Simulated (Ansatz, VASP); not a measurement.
# GaAs in VASP and in Ansatz

```
CELL_PARAMETERS angstrom
0.00000 2.97486 2.97486
2.97486 0.00000 2.97486
2.97486 2.97486 0.00000
ATOMIC_POSITIONS crystal
Ga 0.00000 0.00000 0.00000
As 0.75000 0.75000 0.75000
```

Change from the starting cell: strain +0.050 along x and y, +0.050 along z, atoms carried along.

Alike in both runs: task single point; functional r2SCAN; k mesh 8 × 8 × 8; occupations gaussian, width 0.05 eV; no spin polarisation.

```csv
,VASP,Ansatz
version,VASP 6.6.1,Ansatz 0.2.0
potentials or method,"VASP PAW PBE potentials, release 64 (Ga_d, As), cutoff 520 eV","scalar-relativistic, plane waves, PAW"
valence electrons in the cell,18,28
```

|  | VASP | Ansatz | Ansatz less VASP |
| --- | --- | --- | --- |
| gap on the k mesh at the Fermi level (eV) | none | none | - |
| pressure (GPa) | -7.4 | -7.5 | -0.04 |

VASP's potentials were made for PBE, not for r2SCAN. A gap of «none» marks a metal or a gap that the smearing closes. VASP's potentials hold 18 valence electrons a cell and Ansatz's 28, so a difference there can come from the potentials and not from the codes.
